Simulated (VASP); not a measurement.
Input of a VASP 6.6.1 run:

The input INCAR:

```
SYSTEM = SnS
ALGO = Normal ; EDIFF = 1E-6
ENCUT = 500 ; GGA = PE
GGA_COMPAT = .FALSE. ; ISIF = 2
ISMEAR = 0 ; IVDW = 12
LASPH = .TRUE. ; LCHARG = .FALSE.
LREAL = .FALSE. ; LWAVE = .FALSE.
NBANDS = 50 ; NELM = 120
PREC = Accurate ; SIGMA = 0.1
```

KPOINTS

```
k-points
0
G
  2 4 4
  0 0 0
```

File POSCAR:

```
SnS
1.0
   11.0538142900      0.0000000000      0.0000000000
    0.0000000000      4.0556464000      0.0000000000
    0.0000000000      0.0000000000      4.3169887700
Sn S
4 4
Direct
    0.1230000000      0.2500000000      0.0910000000
    0.3770000000      0.7500000000      0.5910000000
    0.6230000000      0.2500000000      0.4090000000
    0.8770000000      0.7500000000      0.9090000000
    0.3570000000      0.2500000000      0.0160000000
    0.1430000000      0.7500000000      0.5160000000
    0.8570000000      0.2500000000      0.4840000000
    0.6430000000      0.7500000000      0.9840000000
```

Potentials or basis: VASP PAW PBE potentials, release 64 (Sn_d, S).

Launch:

```console
$ cat potpaw_PBE.64/Sn_d/POTCAR potpaw_PBE.64/S/POTCAR > POTCAR
$ mpirun -np 1 vasp_std > vasp.out
```

Predict the dispersion energy per atom.

-0.341 eV.

What does it give for the band gap on the k mesh?

1.16 eV (least direct gap 1.30 eV).

Estimate the largest force.

0.164 eV/Å.

What does it give for the pressure?

-1.2 GPa.

Stress tensor (GPa, compression positive):
```
 0.75  0.00  0.00
 0.00 -1.76  0.00
 0.00  0.00 -2.47
```

Caveat: spin-orbit coupling is left out, which moves the levels of the heavy elements. A k mesh can miss the band edges.
